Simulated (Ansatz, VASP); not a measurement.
**Two plane-wave programs on AlSi2B**

Contents of INCAR:

```
ALGO = Normal
EDIFF = 1E-7
EDIFFG = -0.01
ENCUT = 600
GGA = PE
IBRION = 2
ISIF = 3
ISMEAR = 0
LASPH = True
LCHARG = False
LREAL = False
LWAVE = False
NELM = 100
NSW = 100
PREC = Accurate
SIGMA = 0.1
```

File KPOINTS:

```
k-points
0
Gamma
  18 18 8
```

File POSCAR:

```
AlSi2B
1.0
    3.1150579367      0.0000000000      0.0000000000
   -1.5575289684      2.6977193075      0.0000000000
    0.0000000000      0.0000000000      6.4306419069
Al Si B
1 2 1
Direct
    0.0000000000      0.0000000000      0.0000000000
    0.3333333333      0.6666666667      0.3192374568
    0.3333333333      0.6666666667      0.6807625432
    0.6666666667      0.3333333333      0.5000000000
```

Input for Ansatz:

```yaml
crystal:
  lattice:
    - [3.1150579367, 0.0, 0.0]
    - [-1.5575289684, 2.6977193075, 0.0]
    - [0.0, 0.0, 6.4306419069]
  atoms:
    - { symbol: Al, position: [0.0, 0.0, 0.0] }
    - { symbol: Si, position: [0.3333333333, 0.6666666667, 0.3192374568] }
    - { symbol: Si, position: [0.3333333333, 0.6666666667, 0.6807625432] }
    - { symbol: B, position: [0.6666666667, 0.3333333333, 0.5] }
basis:
  ecutwfc: 420
kpoints:
  mp_grid: { grid: [18, 18, 8] }
hamiltonian:
  xc: pbe
scf:
  occupations: { method: gaussian, width: 0.1 }
output:
  forces: true
  stress: true
  eigenvalues: true
  write_density: true
  write_potential: true
  elf: true
  volumetric_format: npy
relax:
  adjacent_minimum: "off"
  f_tol: 0.01
  max_steps: 80
  cell: { stress_tol: 0.05 }
```

Alike in both runs: task relaxation of cell and atoms; functional PBE; k mesh 18 × 18 × 8; occupations gaussian, width 0.1 eV; no spin polarisation.

```csv
,VASP,Ansatz
version,VASP 6.6.1,Ansatz 0.2.0
potentials or method,"VASP PAW PBE potentials, release 64 (Al, Si, B), cutoff 600 eV","scalar-relativistic, plane waves, PAW"
valence electrons in the cell,14,14
```

VASP gave:

| Property | Result |
| --- | --- |
| gap on the k mesh at the Fermi level, each at its own relaxed structure (eV) | none |
| relaxed volume (Å³/atom) | 13.50 |
| relaxed cell length with the largest relative difference (Å) | 6.450 |

Q: Which values does Ansatz return?

A: gap on the k mesh at the Fermi level, each at its own relaxed structure (eV): none; relaxed volume (Å³/atom): 13.52; relaxed cell length with the largest relative difference (Å): 6.454.

A gap of «none» marks a metal or a gap that the smearing closes.
